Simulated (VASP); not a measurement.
Wanted: the native input for a VASP 6.6.1 run.

| Property | Result |
| --- | --- |
| Task | single point |
| Functional | LDA |
| Potentials or basis | VASP PAW LDA potentials, release 64 (Ca_sv, O) |
| Cutoff | 520 eV |
| k mesh | 8 × 8 × 8 |
| Occupations | gaussian, width 0.01 eV |
| Spin | no spin polarisation |
| Dipole correction | no |
| Further INCAR settings | ALGO = Normal; EDIFF = 1e-06; NBANDS = 15 |

The structure of CaO lies in POSCAR:

```
CaO
1.0
    0.0000000000      2.3539498109      2.3539498109
    2.3539498109      0.0000000000      2.3539498109
    2.3539498109      2.3539498109      0.0000000000
Ca O
1 1
Direct
    0.0000000000      0.0000000000      0.0000000000
    0.5000000000      0.5000000000      0.5000000000
```

These files were run (other wordings do the same):

INCAR

```
SYSTEM = CaO
PREC = Accurate
ENCUT = 520
EDIFF = 1E-6
ISMEAR = 0
SIGMA = 0.01
LREAL = .FALSE.
LASPH = .TRUE.
NELM = 80
ALGO = Normal
ISIF = 2
LWAVE = .FALSE.
LCHARG = .TRUE.
LELF = .TRUE.
LVHAR = .TRUE.
NBANDS = 15
```

KPOINTS

```
Automatic mesh
0
G
  8 8 8
  0 0 0
```

Potentials or basis: VASP PAW LDA potentials, release 64 (Ca_sv, O).

Command:

```sh
$ cat potpaw_LDA.64/Ca_sv/POTCAR potpaw_LDA.64/O/POTCAR > POTCAR
$ mpirun -np 1 vasp_std > vasp.out
```

Results of the run:

```json
{"Pressure": "1.0 GPa", "Band gap on the k mesh": "3.42 eV, indirect (least direct gap 3.78 eV)"}
```

Wall time 6.6 s on 1 thread of Intel(R) Xeon(R) 6975P-C (Granite Rapids), on a shared host, peak memory 0.14 GiB.
